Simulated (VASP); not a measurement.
Input of a VASP 6.6.1 run:

The input POSCAR:

```
GaP
1.0
    0.0000000000      2.6981452945      2.6981452945
    2.6981452945      0.0000000000      2.6981452945
    2.6981452945      2.6981452945      0.0000000000
Ga P
1 1
Direct
    0.0000000000      0.0000000000      0.0000000000
    0.2500000000      0.2500000000      0.2500000000
```

The input INCAR.step1:

```
SYSTEM = GaP
PREC     = Accurate       ! precision mode
ENCUT    = 520            ! plane-wave cutoff, eV
EDIFF    = 1E-5           ! SCF threshold, eV
ISMEAR   = 0              ! smearing method
SIGMA    = 0.01           ! smearing width, eV
LREAL    = .False.        ! projectors in reciprocal space
LASPH    = .True.         ! aspherical terms in the spheres
NELM     = 100            ! most SCF steps
ALGO     = Normal         ! electronic algorithm
ISIF     = 2              ! what is computed and relaxed
LWAVE    = .True.         ! write WAVECAR
NBANDS   = 16             ! bands
GGA      = PE             ! functional
```

Contents of INCAR.step2:

```
SYSTEM = GaP
PREC     = Accurate       ! precision mode
ENCUT    = 520            ! plane-wave cutoff, eV
EDIFF    = 1E-6           ! SCF threshold, eV
ISMEAR   = 0              ! smearing method
SIGMA    = 0.01           ! smearing width, eV
LREAL    = .False.        ! projectors in reciprocal space
LASPH    = .True.         ! aspherical terms in the spheres
NELM     = 100            ! most SCF steps
ALGO     = Normal         ! electronic algorithm
ISIF     = 2              ! what is computed and relaxed
LWAVE    = .False.        ! write WAVECAR
LCHARG   = .True.         ! write CHGCAR
GGA      = PE             ! functional
LHFCALC  = .True.         ! exact exchange
HFSCREEN = 0.2079         ! screening, 1/A
PRECFOCK = Normal       
LELF     = .True.         ! ELF
LVHAR    = .True.       
NBANDS   = 16             ! bands
ISTART   = 1
```

KPOINTS

```
Automatic mesh
0
Gamma
  6 6 6
  0 0 0
```

Potentials or basis: VASP PAW PBE potentials, release 64 (Ga_d, P).

Run with:

```console
$ cat potpaw_PBE.64/Ga_d/POTCAR potpaw_PBE.64/P/POTCAR > POTCAR
$ cp INCAR.step1 INCAR
$ mpirun -np 1 vasp_std > vasp.out
$ cp INCAR.step2 INCAR
$ mpirun -np 1 vasp_std > vasp.out
```

(1) Predict the pressure.

(2) What does it give for the band gap on the k mesh?

Answers

(1) 3.4 GPa.

(2) 2.23 eV (least direct gap 3.07 eV).

Caveat: the cell differs from its parent crystal (strain -1.0%); the cell stands under pressure; the PAW data sets were made with another functional, which shifts forces and pressure a little.
